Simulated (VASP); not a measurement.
Input of a VASP 6.6.1 run:

The input INCAR:

```
SYSTEM = TaSi2
ALGO = Normal
EDIFF = 1E-7
ENCUT = 520
GGA = PE
ISIF = 2
ISMEAR = 0
LASPH = .True.
LCHARG = .False.
LREAL = .False.
LWAVE = .False.
NBANDS = 16
NELM = 60
PREC = Accurate
SIGMA = 0.1
```

KPOINTS

```
k-points
0
Gamma
  14 14 10
  0 0 0
```

POSCAR

```
TaSi2
1.0
    3.3377468367      0.0000000000      0.0000000000
    0.0000000000      3.3377468367      0.0000000000
    0.0000000000      0.0000000000      4.9341342940
Ta Si
1 2
Direct
    0.0000000000      0.0000000000      0.0000000000
    0.0000000000      0.0000000000      0.5000000000
    0.5000000000      0.5000000000      0.5000000000
```

Potentials or basis: VASP PAW PBE potentials, release 64 (Ta_pv, Si).

Run with:

```sh
$ cat potpaw_PBE.64/Ta_pv/POTCAR potpaw_PBE.64/Si/POTCAR > POTCAR
$ mpirun -np 1 vasp_std > vasp.out
```

(1) What does it give for the pressure?

(2) Estimate the band gap on the k mesh.

## Answers

(1) -0.1 GPa.

(2) zero (an odd number of electrons rules out a gap without spin polarisation).

Caveat: spin-orbit coupling is left out, which moves the levels of the heavy elements.
